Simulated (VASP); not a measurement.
# ZnRe (Pm-3m) in VASP: a series of runs

The runs below take ZnRe through single point, relaxation of cell and atoms, with PBE.

All numbers are computed with VASP 6.6.1; they aren't measurements. Logs are shortened: lines on timing, memory, paths and dates and some standing lists are left out, and cuts for length are marked.

### Step 1. The cell of the first run

It takes space group Pm-3m (No. 221, cubic). The conventional cell has a = 3.044 Å, b = 3.044 Å, c = 3.044 Å, α = 90.00°, β = 90.00°, γ = 90.00°. Zn (site symmetry m-3m) has 8 Re at 2.64 Å and 6 Zn at 3.04 Å within 3.5 Å. Re (site symmetry m-3m) has 8 Zn at 2.64 Å and 6 Re at 3.04 Å within 3.5 Å.

### Step 2. Single point, PBE

Contents of INCAR:

```
PREC = Accurate
ENCUT = 520
EDIFF = 1E-7
ISMEAR = 0
SIGMA = 0.1
LREAL = F
LASPH = T
NELM = 100
ALGO = Fast
ISIF = 2
LWAVE = F
LCHARG = F
GGA = PE
NBANDS = 16
```

Contents of KPOINTS:

```
Automatic mesh
0
Gamma
  6 6 6
```

Contents of POSCAR:

```
ZnRe
1.0
    3.0436650255      0.0000000000      0.0000000000
    0.0000000000      3.0436650255      0.0000000000
    0.0000000000      0.0000000000      3.0436650255
Zn Re
1 1
Direct
    0.0000000000      0.0000000000      0.0000000000
    0.5000000000      0.5000000000      0.5000000000
```

Potentials or basis: VASP PAW PBE potentials, release 64 (Zn, Re).

On the command line:

```sh
$ cat potpaw_PBE.64/Zn/POTCAR potpaw_PBE.64/Re/POTCAR > POTCAR
$ mpirun -np 1 vasp_std > vasp.out
```

OUTCAR:

```text
PREC = Accurate
   ENCUT = 520
   EDIFF = 1E-7
   ISMEAR = 0
   LREAL = F
   LASPH = T
   NELM = 100
   ISIF = 2
   GGA = PE

 ion  position               nearest neighbor table
   1  0.000  0.000  0.000-   2 2.64   2 2.64   2 2.64   2 2.64   2 2.64   2 2.64   2 2.64   2 2.64

   2  0.500  0.500  0.500-   1 2.64   1 2.64   1 2.64   1 2.64   1 2.64   1 2.64   1 2.64   1 2.64

  LATTYP: Found a simple cubic cell.
 ALAT       =     3.0436650255

  Lattice vectors:

 A1 = (   3.0436650255,   0.0000000000,   0.0000000000)
 A2 = (   0.0000000000,   3.0436650255,   0.0000000000)
 A3 = (   0.0000000000,   0.0000000000,   3.0436650255)

Analysis of symmetry for initial positions (statically):
=====================================================================
 Subroutine PRICEL returns:
 Original cell was already a primitive cell.

 Routine SETGRP: Setting up the symmetry group for a
 simple cubic supercell.

 Subroutine GETGRP returns: Found 48 space group operations
 (whereof 48 operations were pure point group operations)
 out of a pool of 48 trial point group operations.

The static configuration has the point symmetry O_h .

Analysis of symmetry for dynamics (positions and initial velocities):
=====================================================================
 Subroutine PRICEL returns:
 Original cell was already a primitive cell.

 Routine SETGRP: Setting up the symmetry group for a
 simple cubic supercell.

 Subroutine GETGRP returns: Found 48 space group operations
 (whereof 48 operations were pure point group operations)
 out of a pool of 48 trial point group operations.

The dynamic configuration has the point symmetry O_h .

 Subroutine INISYM returns: Found 48 space group operations
 (whereof 48 operations are pure point group operations),
 and found     1 'primitive' translations

----------------------------------------------------------------------------------------

                                     Primitive cell

  volume of cell :      28.1962

  direct lattice vectors                    reciprocal lattice vectors
     3.043665026  0.000000000  0.000000000     0.328551267  0.000000000  0.000000000
     0.000000000  3.043665026  0.000000000     0.000000000  0.328551267  0.000000000
     0.000000000  0.000000000  3.043665026     0.000000000  0.000000000  0.328551267

  length of vectors
[... 76 lines left out ...]
   NELM   =    100;   NELMIN=  2; NELMDL= -5     # of ELM steps
   EDIFF  = 0.1E-06   stopping-criterion for ELM
   LREAL  =      F    real-space projection
   EDIFFG = 0.1E-05   stopping-criterion for IOM
   NSW    =      0    number of steps for IOM
   IBRION =     -1    ionic relax: 0-MD 1-quasi-New 2-CG
   NFREE  =      0    steps in history (QN), initial steepest desc. (CG)
   ISIF   =      2    stress and relaxation
   ISYM   =      2    0-nonsym 1-usesym 2-fastsym
   POTIM  = 0.5000    time-step for ionic-motion
   TEBEG  =    0.0;   TEEND  =   0.0 temperature during run
   PSTRESS=    0.0 pullay stress
   NELECT =      19.0000    total number of electrons
   NUPDOWN=      -1.0000    fix difference up-down
   EMIN   =  10.00;   EMAX   =-10.00  energy-range for DOS
   EFERMI =   0.00;   METHOD = LEGACY
   ISMEAR =     0;   SIGMA  =   0.10  broadening in eV -4-tet -1-fermi 0-gaus
   EFERMI_NEDOS =   21; number of points for ismear=-14 and -15
   IALGO  =     68    algorithm
   IMIX   =      4    mixing-type and parameters
     AMIX     =   0.40;   BMIX     =  1.00
     AMIX_MAG =   1.60;   BMIX_MAG =  1.00
  volume/ion in A,a.u.               =      14.10        95.14
  Fermi-wavevector in a.u.,A,eV,Ry     =   1.435255  2.712239 28.027429  2.059958
  Thomas-Fermi vector in A             =   2.554574
   LORBIT       =      0    0 simple, 1 ext, 2 COOP (PROOUT), +10 PAW based schemes
   GGA     = PE    functional components
   LHFCALC =     F    Hartree Fock is set to
   AEXX    =    0.0000 exact exchange contribution
   IVDW    =     0    specifies the selected vdW correction
   LEPSILON=     F    determine dielectric tensor
   LRPA    =     F    only Hartree local field effects (RPA)
 non-spin polarized calculation
 RMM-DIIS sequential band-by-band and
 Gauss-broadening in eV      SIGMA  =   0.10
  energy-cutoff  :      520.00
  volume of cell :       28.20
 maximum number of plane-waves:       768
 NGX is ok and might be reduce to    24
   NGX = 11   NGY = 11   NGZ = 11

 number of electron      19.0000009 magnetization

 Free energy of the ion-electron system (eV)
  ---------------------------------------------------
  ext. energy  EPLUGINS =         0.00000000
  ---------------------------------------------------
  free energy    TOTEN  =       -12.28270050 eV

  energy without entropy =      -12.27514761  energy(sigma->0) =      -12.27892405

 E-fermi :   5.8341     XC(G=0): -13.0507

 val. band max:        5.6716951074   @ k =   0.1667   0.1667   0.1667
 cond. band min:       5.8361882485   @ k =   0.5000   0.5000   0.0000
 fundamental gap:      0.1644931411
 Fermi energy:         5.8341034206

 k-point     1 :       0.0000    0.0000    0.0000
  band No.  band energies     occupation
      1      -4.6746      2.00000
      2      -2.1668      2.00000
      3      -2.1668      2.00000
      4      -1.4186      2.00000
      5      -1.4186      2.00000
      6      -1.4186      2.00000
[... 357 lines left out ...]
      3      -1.7378      2.00000
      4      -1.0420      2.00000
      5      -1.0420      2.00000
      6       1.1250      2.00000
[... 8 lines left out ...]
     15      14.5929      0.00000
     16      16.4374      0.00000

------------------------ aborting loop because EDIFF is reached ----------------------------------------

  FORCE on cell =-STRESS in cart. coord.  units (eV):
  Direction    XX          YY          ZZ          XY          YZ          ZX
  --------------------------------------------------------------------------------------
  -------------------------------------------------------------------------------------
  Total        0.1029318      0.1029318      0.1029318     -0.0000000      0.0000000     -0.0000000
  in kB        5.8488386      5.8488386      5.8488386     -0.0000000      0.0000000     -0.0000000
  external PRESSURE =       5.8488386 kB  Pullay stress =       0.0000000 kB

 VOLUME and BASIS-vectors are now :
 -----------------------------------------------------------------------------
  energy-cutoff  :      520.00
  volume of cell :       28.20
      direct lattice vectors                 reciprocal lattice vectors
     3.043665026  0.000000000  0.000000000     0.328551267  0.000000000  0.000000000
     0.000000000  3.043665026  0.000000000     0.000000000  0.328551267  0.000000000
     0.000000000  0.000000000  3.043665026     0.000000000  0.000000000  0.328551267

 POSITION                                       TOTAL-FORCE (eV/Angst)
 -----------------------------------------------------------------------------------
      0.00000      0.00000      0.00000         0.000000      0.000000      0.000000
      1.52183      1.52183      1.52183         0.000000      0.000000      0.000000
 -----------------------------------------------------------------------------------
    total drift:                                0.000000      0.000000      0.000000

  FREE ENERGIE OF THE ION-ELECTRON SYSTEM (eV)
  ---------------------------------------------------
  free  energy   TOTEN  =       -12.2827004975 eV

  energy  without entropy=      -12.2751476107  energy(sigma->0) =      -12.27892405
```

stdout:

```text
POSCAR found type information on POSCAR ZnRe
 POSCAR found :  2 types and       2 ions
 scaLAPACK will be used
 LDA part: xc-table for (Slater+PW92), standard interpolation
 POSCAR, INCAR and KPOINTS ok, starting setup
 FFT: planning ... GRIDC
 FFT: planning ... GRID_SOFT
 FFT: planning ... GRID
 WAVECAR not read
 entering main loop
```

Run time: 12 s. Hardware: 1 thread of Intel Xeon Platinum 8259CL at 2.50GHz (Skylake/Cascade Lake), shared host; peak memory 0.14 GiB.

Results:

| Property | Result |
| --- | --- |
| Free energy | -12.2827 eV |
| Pressure | 0.6 GPa |

Levels at points of the mesh, in eV from the Fermi level:
| k point | band 6 | band 7 | band 8 | band 9 | band 10 | band 11 | band 12 | band 13 |
| --- | --- | --- | --- | --- | --- | --- | --- | --- |
| (0.00, 0.00, 0.00) | -7.25 | -2.91 | -2.91 | 1.18 | 1.18 | 1.18 | 6.33 | 6.33 |
| (0.50, 0.00, 0.00) | -6.67 | -4.91 | -3.08 | -1.43 | -1.43 | 1.10 | 2.98 | 10.81 |
| (0.50, 0.50, 0.00) | -5.35 | -2.47 | -1.15 | -1.15 | 0.00 | 0.00 | 2.53 | 5.70 |
| (0.50, 0.50, 0.50) | -4.71 | -4.71 | -4.71 | 2.06 | 2.66 | 2.66 | 5.70 | 5.70 |

Caveat: spin-orbit coupling is left out, which moves the levels of the heavy elements.

### Step 3. Single point, PBE

This run uses another cell than the first one, of 14.91 Å³/atom, 1.057 times its volume.

Contents of INCAR:

```
SYSTEM = ZnRe
  ALGO = Normal
  EDIFF = 1E-7
  ENCUT = 520
  GGA = PE
  ISIF = 2
  ISMEAR = 0
  LASPH = .True.
  LCHARG = .False.
  LREAL = .False.
  LWAVE = .False.
  NBANDS = 16
  NELM = 100
  PREC = Accurate
  SIGMA = 0.1
```

Contents of KPOINTS:

```
k-points
0
Gamma
  6 6 6
  0 0 0
```

Contents of POSCAR:

```
ZnRe
1.0
    3.1008965354      0.0000000000      0.0000000000
    0.0000000000      3.1008965354      0.0000000000
    0.0000000000      0.0000000000      3.1008965354
Zn Re
1 1
Direct
    0.0000000000      0.0000000000      0.0000000000
    0.5000000000      0.5000000000      0.5000000000
```

Potentials or basis: VASP PAW PBE potentials, release 64 (Zn, Re).

On the command line:

```sh
$ cat potpaw_PBE.64/Zn/POTCAR potpaw_PBE.64/Re/POTCAR > POTCAR
$ mpirun -np 1 vasp_std > vasp.out
```

Run time: 8.9 s. Hardware: 1 thread of Intel Xeon Platinum 8259CL at 2.50GHz (Skylake/Cascade Lake), shared host; peak memory 0.14 GiB.

It converged, with:

* Free energy: -12.2305 eV
* Pressure: -10.4 GPa

Levels at points of the mesh, in eV from the Fermi level:
| k point | band 7 | band 8 | band 9 | band 10 | band 11 | band 12 |
| --- | --- | --- | --- | --- | --- | --- |
| (0.00, 0.00, 0.00) | -2.72 | -2.72 | 1.07 | 1.07 | 1.07 | 6.15 |
| (0.50, 0.00, 0.00) | -4.77 | -2.81 | -1.30 | -1.30 | 1.01 | 2.73 |
| (0.50, 0.50, 0.00) | -2.35 | -1.03 | -1.03 | -0.02 | -0.02 | 2.32 |
| (0.50, 0.50, 0.50) | -4.34 | -4.34 | 1.90 | 2.44 | 2.44 | 5.44 |

Caveat: spin-orbit coupling is left out, which moves the levels of the heavy elements.

### Step 4. Relaxation of cell and atoms, PBE

This run uses another cell than the first one, of 14.91 Å³/atom, 1.057 times its volume.

Contents of INCAR:

```
PREC = Accurate
ENCUT = 600
EDIFF = 1E-6
ISMEAR = 0
SIGMA = 0.1
LREAL = False
LASPH = True
NELM = 100
ALGO = Normal
ISIF = 3
LWAVE = False
LCHARG = False
GGA = PE
IBRION = 2
NSW = 90
EDIFFG = -0.04
```

Contents of KPOINTS:

```
Automatic mesh
0
Gamma
  6 6 6
```

POSCAR is that of step 3.

On the command line:

```sh
$ cat potpaw_PBE.64/Zn/POTCAR potpaw_PBE.64/Re/POTCAR > POTCAR
$ mpirun -np 1 vasp_std > vasp.out
```

It took 34 s on 1 thread of Intel Xeon Platinum 8259CL at 2.50GHz (Skylake/Cascade Lake), shared host; peak memory 0.16 GiB.

It converged, with:

```yaml
Free_energy: -12.2839 eV
Relaxed_volume: 14.16 Å³/atom
Relaxed_cell: a = 3.048 Å, b = 3.048 Å, c = 3.048 Å, α = 90.00°, β = 90.00°, γ = 90.00°
Space_group_after_relaxing_to_0.05_Å: Pm-3m (No. 221)
Energy_gained_by_relaxing: 26.4 meV/atom
Ionic_steps: 3
Pressure_after_relaxing: -0.3 GPa
```

The path:
```tsv
step	energy change (eV)	largest force (eV/Å)	pressure (GPa)	volume (Å³)
1	0.0000	0.0000	-10.41	29.82
2	0.1210	0.0000	24.91	25.83
3	-0.0528	0.0000	-0.34	28.31
```

Final structure:
```
Zn Re
1.0
     3.04779    0.00000    0.00000
     0.00000    3.04779    0.00000
     0.00000    0.00000    3.04779
Zn Re
1 1
Direct
  0.00000 0.00000 0.00000
  0.50000 0.50000 0.50000
```

Levels at points of the mesh, in eV from the Fermi level:
```
           k point  band 5  band 6  band 7  band 8  band 9  band 10  band 11  band 12  band 13
(0.00, 0.00, 0.00)   -7.24   -7.24   -2.89   -2.89    1.17     1.17     1.17     6.32     6.32
(0.50, 0.00, 0.00)   -7.12   -6.65   -4.90   -3.06   -1.42    -1.42     1.09     2.96    10.80
(0.50, 0.50, 0.00)   -6.88   -5.33   -2.46   -1.14   -1.14     0.00     0.00     2.51     5.66
(0.50, 0.50, 0.50)   -6.86   -4.68   -4.68   -4.68    2.04     2.64     2.64     5.68     5.68
```

Caveat: spin-orbit coupling is left out, which moves the levels of the heavy elements.

### Step 5. Overview

```tsv
task	cell	cutoff (eV)	gap on the mesh (eV)	pressure (GPa)
single point	a = 3.044 Å, 2 atoms	520	none	0.6
single point	a = 3.101 Å, 2 atoms	520	none	-10.4
relaxation of cell and atoms	relaxed from a = 3.101 Å, 2 atoms	600	none	-0.3
```

Alike in all rows: level PBE; potentials or basis VASP PAW PBE potentials, release 64 (Zn, Re); no spin polarisation; k mesh 6 × 6 × 6; smearing gaussian 0.1 eV.

Caveats: spin-orbit coupling is left out, which moves the levels of the heavy elements.

Absolute energies hang on the potentials; compare differences alone.
